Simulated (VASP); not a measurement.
# C in VASP: notebook

The runs below take C through single point, with PBE.

Everything below comes from runs of VASP 6.6.1. Logs are shortened: lines on timing, memory, paths and dates and some standing lists are left out, and cuts for length are marked.

## 1. The cell of the first run

The cell holds a wire or tube with vacuum around it, 21 atoms: a = 8.544 Å, b = 8.872 Å, c = 20.279 Å, α = 90.00°, β = 90.00°, γ = 103.93°.

## 2. Single point, PBE

INCAR

```
PREC = Accurate ; ENCUT = 520
EDIFF = 1E-6 ; ISMEAR = 0
SIGMA = 0.1 ; LREAL = Auto
LASPH = T ; NELM = 100
ALGO = Normal ; ISIF = 2
LWAVE = F ; LCHARG = F
LDIPOL = T ; IDIPOL = 3
DIPOL = 0.5 0.5 0.321 ; GGA = PE
NBANDS = 58
```

KPOINTS

```
Automatic mesh
0
Gamma
  4 3 1
```

POSCAR

```
C
1.0
    8.5436715397      0.0000000000      0.0000000000
   -2.1359178849      8.6110540261      0.0000000000
    0.0000000000      0.0000000000     20.2788007832
C
21
Direct
    0.0782061927      0.9794914374      0.1972503228
    0.5782061927      0.9794914374      0.1972503228
    0.4115395260      0.9794914374      0.1972503228
    0.9115395260      0.9794914374      0.1972503228
    0.3230790521      0.9589828749      0.2574344515
    0.8230790521      0.9589828749      0.2574344515
    0.1564123854      0.9589828749      0.2574344515
    0.6564123854      0.9589828749      0.2574344515
    0.0669021140      0.9383828210      0.3175270363
    0.5669021140      0.9383828210      0.3175270363
    0.4022889475      0.9383826198      0.3175270428
    0.9022889475      0.9383826198      0.3175270428
    0.3111130272      0.9176686575      0.3778997954
    0.8111130272      0.9176686575      0.3778997954
    0.1477209690      0.9176686633      0.3778997232
    0.6477209690      0.9176686633      0.3778997232
    0.0473696781      0.8987954720      0.4329048592
    0.5473696781      0.8987954720      0.4329048592
    0.4020261490      0.8987947670      0.4329053220
    0.9020261490      0.8987947670      0.4329053220
    0.1723696781      1.6487954720      0.4181852618
```

Potentials or basis: VASP PAW PBE potentials, release 64 (C).

Run with:

```
$ cat potpaw_PBE.64/C/POTCAR > POTCAR
$ mpirun -np 1 vasp_std > vasp.out
```

OUTCAR:

```text
PREC = Accurate
   ENCUT = 520
   EDIFF = 1E-6
   ISMEAR = 0
   LREAL = Auto
   LASPH = T
   NELM = 100
   ISIF = 2
   GGA = PE

 ion  position               nearest neighbor table
   1  0.078  0.979  0.197-   7 1.42   4 1.42
   2  0.578  0.979  0.197-   8 1.42   3 1.42
   3  0.412  0.979  0.197-   5 1.42   2 1.42
   4  0.912  0.979  0.197-   6 1.42   1 1.42
   5  0.323  0.959  0.257-   3 1.42   7 1.42  11 1.43
   6  0.823  0.959  0.257-   4 1.42   8 1.42  12 1.43
   7  0.156  0.959  0.257-   1 1.42   5 1.42   9 1.43
   8  0.656  0.959  0.257-   2 1.42   6 1.42  10 1.43
   9  0.067  0.938  0.318-  12 1.41   7 1.43  15 1.44
  10  0.567  0.938  0.318-  11 1.41   8 1.43  16 1.44
  11  0.402  0.938  0.318-  10 1.41   5 1.43  13 1.44
  12  0.902  0.938  0.318-   9 1.41   6 1.43  14 1.44
  13  0.311  0.918  0.378-  19 1.39  15 1.40  11 1.44
  14  0.811  0.918  0.378-  20 1.39  16 1.40  12 1.44
  15  0.148  0.918  0.378-  17 1.39  13 1.40   9 1.44
  16  0.648  0.918  0.378-  18 1.39  14 1.40  10 1.44
  17  0.047  0.899  0.433-  20 1.24  15 1.39
  18  0.547  0.899  0.433-  19 1.24  16 1.39
  19  0.402  0.899  0.433-  18 1.24  13 1.39
  20  0.902  0.899  0.433-  17 1.24  14 1.39
  21  0.172  0.649  0.418-

  LATTYP: Found a simple monoclinic cell.
 ALAT       =     8.5436715397
 B/A-ratio  =     2.3735463950
 C/A-ratio  =     1.0384295173
 COS(beta)  =    -0.2407481643

  Lattice vectors:

 A1 = (   8.5436715397,   0.0000000000,   0.0000000000)
 A2 = (   0.0000000000,   0.0000000000, -20.2788007832)
 A3 = (  -2.1359178849,   8.6110540261,   0.0000000000)

Analysis of symmetry for initial positions (statically):
=====================================================================
 Subroutine PRICEL returns:
 Original cell was already a primitive cell.

 Routine SETGRP: Setting up the symmetry group for a
 simple monoclinic supercell.

 Subroutine GETGRP returns: Found  1 space group operations
 (whereof  1 operations were pure point group operations)
 out of a pool of  4 trial point group operations.

The static configuration has the point symmetry C_1 .

Analysis of symmetry for dynamics (positions and initial velocities):
=====================================================================
 Subroutine PRICEL returns:
 Original cell was already a primitive cell.

 Routine SETGRP: Setting up the symmetry group for a
 simple monoclinic supercell.

 Subroutine GETGRP returns: Found  1 space group operations
 (whereof  1 operations were pure point group operations)
[... 134 lines left out ...]
   NUPDOWN=      -1.0000    fix difference up-down
   EMIN   =  10.00;   EMAX   =-10.00  energy-range for DOS
   EFERMI =   0.00;   METHOD = LEGACY
   ISMEAR =     0;   SIGMA  =   0.10  broadening in eV -4-tet -1-fermi 0-gaus
   EFERMI_NEDOS =   21; number of points for ismear=-14 and -15
   IALGO  =     38    algorithm
   IMIX   =      4    mixing-type and parameters
     AMIX     =   0.40;   BMIX     =  1.00
     AMIX_MAG =   1.60;   BMIX_MAG =  1.00
  volume/ion in A,a.u.               =      71.04       479.42
  Fermi-wavevector in a.u.,A,eV,Ry     =   0.627461  1.185730  5.356717  0.393708
  Thomas-Fermi vector in A             =   1.689069
   LORBIT       =      0    0 simple, 1 ext, 2 COOP (PROOUT), +10 PAW based schemes
   GGA     = PE    functional components
   LHFCALC =     F    Hartree Fock is set to
   AEXX    =    0.0000 exact exchange contribution
   IVDW    =     0    specifies the selected vdW correction
   LEPSILON=     F    determine dielectric tensor
   LRPA    =     F    only Hartree local field effects (RPA)
 non-spin polarized calculation
 Gauss-broadening in eV      SIGMA  =   0.10
  energy-cutoff  :      520.00
  volume of cell :     1491.91
 maximum number of plane-waves:     40207
   NGX = 31   NGY = 33   NGZ = 75

 dipolmoment           0.000000      0.000000      0.140218 electrons x Angstroem

 number of electron      84.0000000 magnetization

 dipolmoment           0.000000      0.000000     -0.233395 electrons x Angstroem

 Free energy of the ion-electron system (eV)
  ---------------------------------------------------
  ext. energy  EPLUGINS =         0.00000000
  ---------------------------------------------------
  free energy    TOTEN  =      -166.49773482 eV

  energy without entropy =     -166.44135238  energy(sigma->0) =     -166.46954360

 E-fermi :  -4.5066     XC(G=0):  -2.1290

 val. band max:       -4.5076702814   @ k =   0.5000   0.3333   0.0000
 cond. band min:      -4.5002717069   @ k =   0.0000   0.0000   0.0000
 fundamental gap:      0.0073985745
 Fermi energy:        -4.5065592175

 k-point     1 :       0.0000    0.0000    0.0000
  band No.  band energies     occupation
      1     -23.1482      2.00000
      2     -21.8356      2.00000
      3     -21.6050      2.00000
      4     -21.2876      2.00000
      5     -20.0931      2.00000
      6     -19.7243      2.00000
[... 388 lines left out ...]
     53      -0.4273      0.00000
     54       0.2447      0.00000
 [bands above 54 left out]

------------------------ aborting loop because EDIFF is reached ----------------------------------------

 vacuum level on the upper side and lower side of the slab       (xc-potential included)        -0.323         0.240

  FORCE on cell =-STRESS in cart. coord.  units (eV):
  Direction    XX          YY          ZZ          XY          YZ          ZX
  --------------------------------------------------------------------------------------
  -------------------------------------------------------------------------------------
  Total       -1.0293817     -4.7736598     -2.7929924     -0.2476938      0.3789139      0.1789350
  in kB       -1.1054622     -5.1264759     -2.9994195     -0.2660005      0.4069190      0.1921599
  external PRESSURE =      -3.0771192 kB  Pullay stress =       0.0000000 kB

 VOLUME and BASIS-vectors are now :
 -----------------------------------------------------------------------------
  energy-cutoff  :      520.00
  volume of cell :     1491.91
      direct lattice vectors                 reciprocal lattice vectors
     8.543671540  0.000000000  0.000000000     0.117045698  0.029032451  0.000000000
    -2.135917885  8.611054026  0.000000000     0.000000000  0.116129802  0.000000000
     0.000000000  0.000000000 20.278800783     0.000000000  0.000000000  0.049312581

 POSITION                                       TOTAL-FORCE (eV/Angst)
 -----------------------------------------------------------------------------------
     -1.42395      8.43445      4.00000        -6.611494     -0.193494      1.094290
      2.84789      8.43445      4.00000        -6.683483     -0.154962      1.070613
      1.42395      8.43445      4.00000         6.602082     -0.184651      1.105166
      5.69578      8.43445      4.00000         6.683599     -0.149426      1.083315
      0.71197      8.25785      5.22046        -0.178212      0.205202     -1.083017
      4.98381      8.25785      5.22046        -0.304442      0.174957     -1.060359
[... 13 lines left out ...]
      5.78686      7.73957      8.77880        -0.905651     -0.112657      0.146447
      0.08690      5.58681      8.48030         0.102800      2.088157      0.005644
 -----------------------------------------------------------------------------------
    total drift:                               -0.034479     -0.006354     -0.012792

  FREE ENERGIE OF THE ION-ELECTRON SYSTEM (eV)
  ---------------------------------------------------
  free  energy   TOTEN  =      -166.4977348210 eV

  energy  without entropy=     -166.4413523835  energy(sigma->0) =     -166.46954360

 vacuum level on the upper side and lower side of the slab         1.007         1.582
```

OSZICAR:

```text
N       E                     dE             d eps       ncg     rms          rms(c)
DAV:   1     0.738998957769E+03    0.73900E+03   -0.27897E+04   924   0.101E+03
DAV:   2     0.116706802060E+01   -0.73783E+03   -0.69995E+03  1240   0.223E+02
DAV:   3    -0.175263149347E+03   -0.17643E+03   -0.17466E+03  1014   0.116E+02
DAV:   4    -0.183658446065E+03   -0.83953E+01   -0.82797E+01   956   0.335E+01
[... 21 lines left out ...]
DAV:  26    -0.166497725615E+03   -0.13027E-04   -0.79627E-07   634   0.135E-03    0.613E-04
DAV:  27    -0.166497731191E+03   -0.55763E-05   -0.19209E-07   552   0.846E-04    0.187E-04
DAV:  28    -0.166497733432E+03   -0.22415E-05   -0.10971E-07   532   0.578E-04    0.126E-04
DAV:  29    -0.166497734475E+03   -0.10430E-05   -0.65502E-08   508   0.438E-04    0.795E-05
DAV:  30    -0.166497734821E+03   -0.34562E-06   -0.36856E-08   526   0.343E-04
   1 F= -.16649773E+03 E0= -.16646954E+03  d E =-.563824E-01
```

Wall time 34 min (1 thread of Oxide Virtual Turin-like, shared host); peak memory 1.3 GiB.

Results:

* Free energy: -166.4977 eV
* Largest force: 6.772 eV/Å

Forces on the atoms (eV/Å):
```
C   -6.611 -0.193  1.094
C   -6.683 -0.155  1.071
C    6.602 -0.185  1.105
C    6.684 -0.149  1.083
C   -0.178  0.205 -1.083
C   -0.304  0.175 -1.060
C    0.190  0.208 -1.060
C    0.296  0.177 -1.056
C   -0.007  0.089 -0.276
C   -0.121 -0.054 -0.250
C    0.038  0.105 -0.309
C    0.085 -0.053 -0.197
C    0.164 -0.394 -0.515
C   -0.036  0.100  0.167
C   -0.232 -0.370 -0.383
C    0.017  0.084  0.221
C    0.899 -0.582  0.544
C    1.202 -0.093  0.100
C   -1.200 -0.889  0.654
C   -0.906 -0.113  0.146
C    0.103  2.088  0.006
```

Levels at points of the mesh, in eV from the Fermi level:
```tsv
k point	band 38	band 39	band 40	band 41	band 42	band 43	band 44	band 45	band 46	band 47
(0.00, 0.00, 0.00)	-1.27	-1.22	-0.89	-0.30	-0.12	0.01	0.19	0.71	1.09	1.16
(0.50, 0.00, 0.00)	-1.38	-1.31	-1.17	-1.17	0.00	0.15	0.43	0.63	0.69	1.57
```

## 3. Single point, PBE

INCAR

```
PREC = Accurate
ENCUT = 520
EDIFF = 1E-6
ISMEAR = 0
SIGMA = 0.1
LREAL = Auto
LASPH = True
NELM = 60
ALGO = Normal
ISIF = 2
LWAVE = False
LCHARG = False
LDIPOL = True
IDIPOL = 3
DIPOL = 0.5 0.5 0.323
GGA = PE
NBANDS = 58
```

KPOINTS

```
regular mesh
0
Gamma
  4 3 1
```

Edit POSCAR of step 2 so:

```diff
@@ -28,2 +28,2 @@
     0.9020261490      0.8987947670      0.4329053220
-    0.1723696781      1.6487954720      0.4181852618
+    0.4223696781      1.6487954720      0.4500526101
```

Potentials or basis: VASP PAW PBE potentials, release 64 (C).

Run with:

```
$ cat potpaw_PBE.64/C/POTCAR > POTCAR
$ mpirun -np 1 vasp_std > vasp.out
```

Run time: 41 min. Hardware: 1 thread of Oxide Virtual Turin-like, shared host; peak memory 1.3 GiB.

The run converged. Its results:

| Property | Result |
| --- | --- |
| Free energy | -167.1398 eV |
| Largest force | 7.024 eV/Å |

Forces in eV/Å, atoms in the order of the input:
```
C   -6.931 -0.187  1.121
C   -6.647 -0.173  1.113
C    6.654 -0.203  1.121
C    6.929 -0.170  1.133
C   -0.389  0.218 -1.168
C   -0.391  0.178 -1.103
C    0.393  0.184 -1.099
C    0.392  0.202 -1.172
C   -0.015  0.008 -0.092
C    0.424  0.079  0.065
C   -0.403  0.082  0.062
C    0.018 -0.004 -0.089
C   -0.175  0.490 -0.788
C   -0.277 -0.028  0.011
C    0.263 -0.024  0.014
C    0.212  0.535 -0.882
C    0.080 -0.031  0.158
C    3.618 -2.391  0.736
C   -3.610 -2.109  0.700
C   -0.082 -0.037  0.152
C   -0.062  3.380  0.006
```

Levels at points of the mesh, in eV from the Fermi level:
| k point | band 39 | band 40 | band 41 | band 42 | band 43 | band 44 | band 45 | band 46 |
| --- | --- | --- | --- | --- | --- | --- | --- | --- |
| (0.00, 0.00, 0.00) | -1.11 | -0.91 | -0.35 | 0.00 | 0.07 | 0.14 | 0.97 | 1.17 |
| (0.50, 0.00, 0.00) | -1.24 | -1.19 | -1.19 | -0.11 | 0.07 | 0.58 | 0.71 | 1.31 |
